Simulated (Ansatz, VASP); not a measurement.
## WC: VASP beside Ansatz

```
CELL_PARAMETERS angstrom
2.92188 0.00000 0.00000
-1.46094 2.53043 0.00000
0.00000 0.00000 2.84725
ATOMIC_POSITIONS crystal
W 0.00000 0.00000 0.00000
C 0.66667 0.33333 0.50000
```

Alike in both runs: functional PBE; k mesh 18 × 18 × 14; occupations gaussian, width 0.1 eV; no spin polarisation.

Ansatz relaxed the structure, and its values are those at the end. VASP's run is a single point on that final structure, the one shown.

|  | VASP | Ansatz |
| --- | --- | --- |
| version | VASP 6.6.1 | Ansatz 0.2.0 |
| potentials or method | VASP PAW PBE potentials, release 64 (W_sv, C), cutoff 520 eV | scalar-relativistic, plane waves, PAW |
| valence electrons in the cell | 18 | 18 |

VASP gave:

```
gap on the k mesh at the Fermi level (eV) : none
pressure (GPa)                            : 1.0
```

Question: Estimate Ansatz's values.

Answer: gap on the k mesh at the Fermi level (eV): none; pressure (GPa): 0.0.

A gap of «none» marks a metal or a gap that the smearing closes. With one functional, cell and mesh, what is left measures potentials, basis and numerics.

Spin-orbit coupling is off throughout.
